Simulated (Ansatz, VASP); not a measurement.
# C in VASP and in Ansatz

```
CELL_PARAMETERS angstrom
-2.49129 0.00000 0.00000
-1.24565 -2.15752 0.00000
-2.18000 -1.25863 10.25388
ATOMIC_POSITIONS crystal
C 0.22348 0.22348 0.87416
C 0.31035 0.31035 0.72524
C 0.99339 0.99339 0.12579
C 0.45714 0.45714 0.47361
C 0.90646 0.90646 0.27480
C 0.54407 0.54407 0.32460
C 0.52756 0.52756 0.92429
C 0.00627 0.00627 0.67511
C 0.35596 0.35596 0.07567
C 0.09457 0.09457 0.52373
```

Alike in both runs: task single point; functional LDA; k mesh 10 × 10 × 3; occupations gaussian, width 0.05 eV; no spin polarisation.

```csv
,VASP,Ansatz
version,VASP 6.6.1,Ansatz 0.2.0
potentials or method,"VASP PAW LDA potentials, release 64 (C), cutoff 520 eV","scalar-relativistic, plane waves, PAW"
valence electrons in the cell,40,40
```

VASP gave:

```
gap on the k mesh at the Fermi level (eV)                     : 3.99
least direct gap on the mesh (eV)                             : 5.05
pressure (GPa)                                                : 1.5
traceless stress, the component that is largest in VASP (GPa) : -13.69
rms of the force components (eV/Å)                            : 0.628
```

Question: What did Ansatz give for the same quantities?

Answer: gap on the k mesh at the Fermi level (eV): 3.99; least direct gap on the mesh (eV): 5.05; pressure (GPa): -0.1; traceless stress, the component that is largest in VASP (GPa): -13.72; rms of the force components (eV/Å): 0.631.

LDA's correlation is that of Perdew and Zunger in VASP and of Perdew and Wang (1992) in Ansatz. Atom by atom the forces differ by 0.005 eV/Å (rms over components).
